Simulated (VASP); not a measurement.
Crystal: F.

```
F
1.0
    -1.40625    1.40625    1.40625
     1.40625   -1.40625    1.40625
     1.40625    1.40625   -1.40625
F
1
Direct
  0.00000 0.00000 0.00000
```

| Quantity | Value |
| --- | --- |
| Program | VASP 6.6.1 |
| Task | relaxation of cell and atoms |
| Functional | PBE |
| Potentials or basis | VASP PAW PBE potentials, release 64 (F) |
| Cutoff | 600 eV |
| k mesh | 18 × 18 × 18, shifted |
| Occupations | fermi-dirac, width 0.05 eV |
| Spin | no spin polarisation |

At the start: pressure -4.5 GPa; volume 11.12 Å³/atom.

Q: How do energy, volume and symmetry change on relaxing?

A: Over 4 steps the energy falls by 19.4 meV/atom and the volume is 9.91 Å³/atom (-10.9 %); space group Im-3m (No. 229, to 0.1 Å) before and after.

The path:
```csv
step,energy change (eV),largest force (eV/Å),pressure (GPa),volume (Å³)
1,0.0000,0.0000,-4.55,11.12
2,-0.0121,0.0000,-3.10,10.62
3,-0.0193,0.0000,-0.36,9.99
4,-0.0194,0.0000,0.05,9.91
```

Final structure:
```cif
data_structure
_symmetry_space_group_name_H-M 'P 1'
_symmetry_Int_Tables_number 1
_cell_length_a 2.3440
_cell_length_b 2.3440
_cell_length_c 2.3440
_cell_angle_alpha 109.471
_cell_angle_beta 109.471
_cell_angle_gamma 109.471
_cell_volume 9.91
loop_
_atom_site_label
_atom_site_type_symbol
_atom_site_fract_x
_atom_site_fract_y
_atom_site_fract_z
_atom_site_occupancy
F1 F 0.00000 0.00000 0.00000 1
```

Caveat: an odd number of electrons without spin polarisation forces a metal; a magnetic or distorted state may lie lower.
